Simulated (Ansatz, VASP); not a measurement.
# Sn: VASP beside Ansatz

```
Sn
1.0
     4.74886    0.00000    0.00000
    -2.37443    4.11263    0.00000
     0.00000    0.00000    5.06477
Sn
3
Direct
  0.00000 0.50000 0.33333
  0.50000 0.50000 0.66667
  0.50000 0.00000 0.00000
```

Alike in both runs: functional PBE; k mesh 12 × 12 × 10; occupations gaussian, width 0.1 eV; no spin polarisation.

Ansatz relaxed the structure, and its values are those at the end. VASP's run is a single point on that final structure, the one shown.

|  | VASP | Ansatz |
| --- | --- | --- |
| version | VASP 6.6.1 | Ansatz 0.2.0 |
| potentials or method | VASP PAW PBE potentials, release 64 (Sn_d), cutoff 520 eV | scalar-relativistic, plane waves, PAW |
| valence electrons in the cell | 42 | 42 |

```tsv
	VASP	Ansatz	Ansatz less VASP
gap on the k mesh at the Fermi level (eV)	none	none	-
pressure (GPa)	-0.1	0.0	+0.09
```

A gap of «none» marks a metal or a gap that the smearing closes.
